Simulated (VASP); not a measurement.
# Ni (Fm-3m) in VASP: a series of runs

The runs below take Ni through single point, with PBE.

Program: VASP 6.6.1. These are calculated values, not measurements. Logs are shortened: lines on timing, memory, paths and dates and some standing lists are left out, and cuts for length are marked.

**1. The cell of the first run**

The structure is cubic, space group Fm-3m (No. 225). The conventional cell has a = 3.517 Å, b = 3.517 Å, c = 3.517 Å, α = 90.00°, β = 90.00°, γ = 90.00°. Within 3.3 Å of Ni (site symmetry m-3m) lie 12 Ni at 2.49 Å.

**2. Single point, PBE, collinear spin, ferromagnetic start**

INCAR

```
SYSTEM = Ni
PREC     = Accurate       ! precision mode
ENCUT    = 520            ! plane-wave cutoff, eV
EDIFF    = 1E-7           ! SCF threshold, eV
ISMEAR   = -1             ! smearing method
SIGMA    = 0.1            ! smearing width, eV
LREAL    = .False.        ! projectors in reciprocal space
LASPH    = .True.         ! aspherical terms in the spheres
NELM     = 150            ! most SCF steps
ALGO     = Normal         ! electronic algorithm
ISIF     = 2              ! what is computed and relaxed
LWAVE    = .False.        ! write WAVECAR
LCHARG   = .False.        ! write CHGCAR
ISPIN    = 2              ! spin polarisation
MAGMOM   = 2 2            ! initial moments
LORBIT   = 11             ! projections on sites
LMAXMIX  = 4              ! l up to which the mixer works
GGA      = PE             ! functional
ISYM     = 0            
NBANDS   = 21             ! bands
```

KPOINTS

```
regular mesh
0
Gamma
  7 11 9
  0 0 0
```

POSCAR

```
Ni
1.0
   -1.7585000000     -3.5170000000     -1.7585000000
   -1.7585000000      0.0000000000     -1.7585000000
    1.7585000000      0.0000000000     -1.7585000000
Ni
2
Direct
    0.0000000000      0.0000000000      0.0000000000
    0.5000000000      0.0000000000      0.5000000000
```

Potentials or basis: VASP PAW PBE potentials, release 64 (Ni).

Command:

```
> cat potpaw_PBE.64/Ni/POTCAR > POTCAR
> mpirun -np 1 vasp_std > vasp.out
```

OUTCAR:

```text
SYSTEM = Ni
   PREC = Accurate
   ENCUT = 520
   EDIFF = 1E-7
   ISMEAR = -1
   LREAL = .False.
   LASPH = .True.
   NELM = 150
   ISIF = 2
   ISPIN = 2
   LORBIT = 11
   GGA = PE
   ISYM = 0

 ion  position               nearest neighbor table
   1  0.000  0.000  0.000-   2 2.49   2 2.49   2 2.49   2 2.49   2 2.49   2 2.49   2 2.49   2 2.49

   2  0.500  0.000  0.500-   1 2.49   1 2.49   1 2.49   1 2.49   1 2.49   1 2.49   1 2.49   1 2.49

IMPORTANT INFORMATION: All symmetrisations will be switched off!
NOSYMM: (Re-)initialisation of all symmetry stuff for point group C_1.

----------------------------------------------------------------------------------------

                                     Primitive cell

  volume of cell :      21.7514

  direct lattice vectors                    reciprocal lattice vectors
    -1.758500000 -3.517000000 -1.758500000     0.000000000 -0.284333239  0.000000000
    -1.758500000  0.000000000 -1.758500000    -0.284333239  0.284333239 -0.284333239
     1.758500000  0.000000000 -1.758500000     0.284333239  0.000000000 -0.284333239

  length of vectors
     4.307427713  2.486894549  2.486894549     0.284333239  0.492479615  0.402107922

  position of ions in fractional coordinates (direct lattice)
     0.000000000  0.000000000  0.000000000
     0.500000000  0.000000000  0.500000000

  ion indices of the primitive-cell ions
   primitive index   ion index
                 1           1
                 2           2

----------------------------------------------------------------------------------------

 KPOINTS: regular mesh

Automatic generation of k-mesh.
 Grid dimensions read from file:
 generate k-points for:    7   11    9

 Generating k-lattice:

  Cartesian coordinates                     Fractional coordinates (reciprocal lattice)
     0.000000000 -0.040619034  0.000000000     0.142857143  0.000000000  0.000000000
    -0.025848476  0.025848476 -0.025848476     0.000000000  0.090909091  0.000000000
     0.031592582  0.000000000 -0.031592582     0.000000000  0.000000000  0.111111111

  Length of vectors
     0.040619034  0.044770874  0.044678658

  Shift w.r.t. Gamma in fractional coordinates (k-lattice)
     0.000000000  0.000000000  0.000000000

 -----------------------------------------------------------------------------
|                                                                             |
|           W    W    AA    RRRRR   N    N  II  N    N   GGGG   !!!           |
|           W    W   A  A   R    R  NN   N  II  NN   N  G    G  !!!           |
|           W    W  A    A  R    R  N N  N  II  N N  N  G       !!!           |
|           W WW W  AAAAAA  RRRRR   N  N N  II  N  N N  G  GGG   !            |
|           WW  WW  A    A  R   R   N   NN  II  N   NN  G    G                |
|           W    W  A    A  R    R  N    N  II  N    N   GGGG   !!!           |
|                                                                             |
|     Your reciprocal lattice and k-lattice belong to different lattice       |
[... 87 lines left out ...]
   GGA     = PE    functional components
   LHFCALC =     F    Hartree Fock is set to
   AEXX    =    0.0000 exact exchange contribution
   IVDW    =     0    specifies the selected vdW correction
   LEPSILON=     F    determine dielectric tensor
   LRPA    =     F    only Hartree local field effects (RPA)
 spin polarized calculation
  energy-cutoff  :      520.00
  volume of cell :       21.75
 maximum number of plane-waves:       605
   NGX = 15   NGY =  9   NGZ =  9

 number of electron      20.0000023 magnetization       1.1902061

 Free energy of the ion-electron system (eV)
  ---------------------------------------------------
  ext. energy  EPLUGINS =         0.00000000
  ---------------------------------------------------
  free energy    TOTEN  =       -10.99911096 eV

  energy without entropy =      -10.89280346  energy(sigma->0) =      -10.94595721

 E-fermi :   9.3622     XC(G=0): -13.2576

 val. band max:        9.3603199704   @ k =  -0.1429  -0.3636   0.1111
 cond. band min:       9.3626391135   @ k =   0.4286  -0.0909   0.1111
 fundamental gap:      0.0023191431
 Fermi energy:         9.3622123758

 spin component 1

 k-point     1 :       0.0000    0.0000    0.0000
  band No.  band energies     occupation
      1       0.3699      1.00000
      2       4.7408      1.00000
      3       5.2128      1.00000
      4       6.9694      1.00000
      5       6.9704      1.00000
      6       6.9801      1.00000
[... 565 lines left out ...]
     20      34.4610      0.00000
     21      39.2151      0.00000

 [... further k-points ...]

 spin component 2

 k-point     1 :       0.0000    0.0000    0.0000
  band No.  band energies     occupation
      1       0.3334      1.00000
      2       5.0704      1.00000
      3       5.7797      1.00000
      4       7.6752      1.00000
      5       7.6833      1.00000
      6       7.6865      1.00000
[... 565 lines left out ...]
     20      34.5584      0.00000
     21      39.1939      0.00000

 [... further k-points ...]
[... 5 lines left out ...]
  --------------------------------------------------------------------------------------
  -------------------------------------------------------------------------------------
  Total        0.0374182      0.0812680      0.0374153     -0.0016904     -0.0016902      0.0160941
  in kB        2.7561727      5.9860884      2.7559553     -0.1245133     -0.1245006      1.1854678
  external PRESSURE =       3.8327388 kB  Pullay stress =       0.0000000 kB

 VOLUME and BASIS-vectors are now :
 -----------------------------------------------------------------------------
  energy-cutoff  :      520.00
  volume of cell :       21.75
      direct lattice vectors                 reciprocal lattice vectors
    -1.758500000 -3.517000000 -1.758500000     0.000000000 -0.284333239  0.000000000
    -1.758500000  0.000000000 -1.758500000    -0.284333239  0.284333239 -0.284333239
     1.758500000  0.000000000 -1.758500000     0.284333239  0.000000000 -0.284333239

 POSITION                                       TOTAL-FORCE (eV/Angst)
 -----------------------------------------------------------------------------------
      0.00000      0.00000      0.00000         0.000000     -0.000000      0.000000
      0.00000     -1.75850     -1.75850        -0.000000      0.000000     -0.000000
 -----------------------------------------------------------------------------------
    total drift:                               -0.000000     -0.000000     -0.000000

  FREE ENERGIE OF THE ION-ELECTRON SYSTEM (eV)
  ---------------------------------------------------
  free  energy   TOTEN  =       -10.9991109575 eV

  energy  without entropy=      -10.8928034564  energy(sigma->0) =      -10.94595721

 total charge

# of ion       s       p       d       tot
------------------------------------------
    1        0.497   0.498   8.315   9.311
    2        0.497   0.498   8.315   9.311
--------------------------------------------------
tot          0.995   0.996  16.631  18.621

 magnetization (x)

# of ion       s       p       d       tot
------------------------------------------
    1       -0.007  -0.025   0.639   0.607
    2       -0.007  -0.025   0.639   0.607
--------------------------------------------------
tot         -0.014  -0.050   1.277   1.214
```

stdout:

```text
POSCAR found type information on POSCAR Ni
 POSCAR found :  1 types and       2 ions
 scaLAPACK will be used
 LDA part: xc-table for (Slater+PW92), standard interpolation
 -----------------------------------------------------------------------------
|                                                                             |
|           W    W    AA    RRRRR   N    N  II  N    N   GGGG   !!!           |
|           W    W   A  A   R    R  NN   N  II  NN   N  G    G  !!!           |
|           W    W  A    A  R    R  N N  N  II  N N  N  G       !!!           |
|           W WW W  AAAAAA  RRRRR   N  N N  II  N  N N  G  GGG   !            |
|           WW  WW  A    A  R   R   N   NN  II  N   NN  G    G                |
|           W    W  A    A  R    R  N    N  II  N    N   GGGG   !!!           |
|                                                                             |
|     Your reciprocal lattice and k-lattice belong to different lattice       |
|     classes:                                                                |
|                                                                             |
|        The reciprocal lattice is simple tetragonal,                         |
|        whereas your k-lattice is simple monoclinic.                         |
|                                                                             |
|     Results are often still useful ...                                      |
|                                                                             |
 -----------------------------------------------------------------------------

 POSCAR, INCAR and KPOINTS ok, starting setup
 FFT: planning ... GRIDC
 FFT: planning ... GRID_SOFT
 FFT: planning ... GRID
 WAVECAR not read
 entering main loop
```

Wall time 7.3 min (1 thread of Oxide Virtual Turin-like, shared host); peak memory 0.28 GiB.

What came out:

```
Free energy                                           : -10.9991 eV
Pressure                                              : 0.4 GPa
Net moment                                            : 1.19 μB per cell
Site moments                                          : Ni +0.61 μB
Valence electrons inside the program's atomic spheres : Ni 9.31
```

Levels at points of the mesh, in eV from the Fermi level:
Spin up:
```csv
k point,band 7,band 8,band 9,band 10,band 11,band 12,band 13,band 14,band 15,band 16
"(0.00, 0.00, 0.00)",-1.23,-1.23,-0.52,-0.43,-0.43,2.47,9.25,14.85,14.85,19.76
```
Spin down:
```csv
k point,band 8,band 9,band 10,band 11,band 12,band 13
"(0.00, 0.00, 0.00)",-0.65,0.08,0.39,0.39,2.43,9.48
```

**3. Single point, PBE, collinear spin, ferromagnetic start**

INCAR

```
ALGO = Normal ; EDIFF = 1E-6
ENCUT = 520 ; GGA = PE
ISIF = 2 ; ISMEAR = -1
ISPIN = 2 ; ISYM = 0
LASPH = T ; LCHARG = F
LMAXMIX = 4 ; LORBIT = 11
LREAL = F ; LWAVE = F
MAGMOM = 0.4 0.4 ; NBANDS = 21
NELM = 150 ; PREC = Accurate
SIGMA = 0.1
```

KPOINTS

```
k-points
0
Gamma
  7 11 9
```

POSCAR is that of step 2.

Potentials or basis: VASP PAW PBE potentials, release 64 (Ni).

Command:

```
> cat potpaw_PBE.64/Ni/POTCAR > POTCAR
> mpirun -np 1 vasp_std > vasp.out
```

Run time: 4.8 min. Hardware: 1 thread of Oxide Virtual Turin-like, shared host; peak memory 0.27 GiB.

Results (log left out):

- Free energy: -10.9991 eV
- Pressure: 0.3 GPa
- Net moment: 1.19 μB per cell
- Site moments: Ni +0.61 μB
- Valence electrons inside the program's atomic spheres: Ni 9.31

Stress tensor (GPa, compression positive):
```
 0.23 -0.01  0.12
-0.01  0.55 -0.01
 0.12 -0.01  0.23
```

Levels at points of the mesh, in eV from the Fermi level:
Spin up:
```tsv
k point	band 7	band 8	band 9	band 10	band 11	band 12	band 13	band 14	band 15	band 16
(0.00, 0.00, 0.00)	-1.23	-1.22	-0.52	-0.43	-0.43	2.47	9.25	14.85	14.85	19.76
```
Spin down:
| k point | band 6 | band 7 | band 8 | band 9 | band 10 | band 11 | band 12 | band 13 | band 14 | band 15 |
| --- | --- | --- | --- | --- | --- | --- | --- | --- | --- | --- |
| (0.00, 0.00, 0.00) | -1.68 | -0.66 | -0.65 | 0.08 | 0.39 | 0.39 | 2.43 | 9.48 | 14.86 | 14.86 |
